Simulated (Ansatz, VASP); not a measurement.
**MgCd2S3 in VASP and in Ansatz**

The input INCAR:

```
PREC = Accurate ; ENCUT = 520
EDIFF = 1E-6 ; ISMEAR = 0
SIGMA = 0.1 ; LREAL = False
LASPH = True ; NELM = 60
ALGO = Normal ; ISIF = 2
LWAVE = False ; LCHARG = True
GGA = PE ; LELF = True
LVHAR = True ; NBANDS = 56
```

Contents of KPOINTS:

```
Automatic mesh
0
Gamma
  2 2 2
```

Contents of POSCAR:

```
MgCd2S3
1.0
    0.0000000000      0.0000000000     -6.7306753806
    0.0000000000      7.1721541419      0.0000000000
    6.2125928367     -3.5860770709      0.0000000000
Mg Cd S
2 4 6
Direct
    0.4995205800      0.8355369630      1.0000000000
    0.9995205800      0.1644630370      1.0000000000
    0.4987654656      0.1660395718      0.6696740796
    0.9987654656      0.8339604282      0.3303259204
    0.4987654656      0.4963654922      0.3303259204
    0.9987654656      0.5036345078      0.6696740796
    0.8806722738      0.1671529829      0.6763331409
    0.3806722738      0.8328470171      0.3236668591
    0.8666039414      0.8440213325      1.0000000000
    0.3666039414      0.1559786675      1.0000000000
    0.8806722738      0.4908198420      0.3236668591
    0.3806722738      0.5091801580      0.6763331409
```

Input for Ansatz:

```yaml
crystal:
  lattice:
    - [0.0, 0.0, -6.7306753806]
    - [0.0, 7.1721541419, 0.0]
    - [6.2125928367, -3.5860770709, 0.0]
  atoms:
    - { symbol: Mg, position: [0.49952058, 0.835536963, 1.0] }
    - { symbol: Mg, position: [0.99952058, 0.164463037, 1.0] }
    - { symbol: Cd, position: [0.4987654656, 0.1660395718, 0.6696740796] }
    - { symbol: Cd, position: [0.9987654656, 0.8339604282, 0.3303259204] }
    - { symbol: Cd, position: [0.4987654656, 0.4963654922, 0.3303259204] }
    - { symbol: Cd, position: [0.9987654656, 0.5036345078, 0.6696740796] }
    - { symbol: S, position: [0.8806722738, 0.1671529829, 0.6763331409] }
    - { symbol: S, position: [0.3806722738, 0.8328470171, 0.3236668591] }
    - { symbol: S, position: [0.8666039414, 0.8440213325, 1.0] }
    - { symbol: S, position: [0.3666039414, 0.1559786675, 1.0] }
    - { symbol: S, position: [0.8806722738, 0.490819842, 0.3236668591] }
    - { symbol: S, position: [0.3806722738, 0.509180158, 0.6763331409] }
basis:
  ecutwfc: 420
kpoints:
  mp_grid: { grid: [2, 2, 2] }
hamiltonian:
  xc: pbe
scf:
  occupations: { method: gaussian, width: 0.1 }
  lower_state_search: "off"
output:
  forces: true
  stress: true
  eigenvalues: true
```

Alike in both runs: task single point; functional PBE; k mesh 2 × 2 × 2; occupations gaussian, width 0.1 eV; no spin polarisation.

|  | VASP | Ansatz |
| --- | --- | --- |
| version | VASP 6.6.1 | Ansatz 0.2.0 |
| potentials or method | VASP PAW PBE potentials, release 64 (Mg, Cd, S), cutoff 520 eV | scalar-relativistic, plane waves, PAW |
| valence electrons in the cell | 88 | 136 |

```tsv
	VASP	Ansatz	Ansatz less VASP
gap on the k mesh at the Fermi level (eV)	1.83	1.83	-0.002
least direct gap on the mesh (eV)	1.83	1.83	-0.002
pressure (GPa)	0.2	0.0	-0.16
traceless stress, the component that is largest in VASP (GPa)	-0.06	-0.06	0.000
rms of the force components (eV/Å)	0.013	0.005	-0.0081
```

Atom by atom the forces differ by 0.017 eV/Å (rms over components). With one functional, cell and mesh, what is left measures potentials, basis and numerics. VASP's potentials hold 88 valence electrons a cell and Ansatz's 136, so a difference there can come from the potentials and not from the codes.

The k mesh is coarse, so the values compare programs but aren't converged.
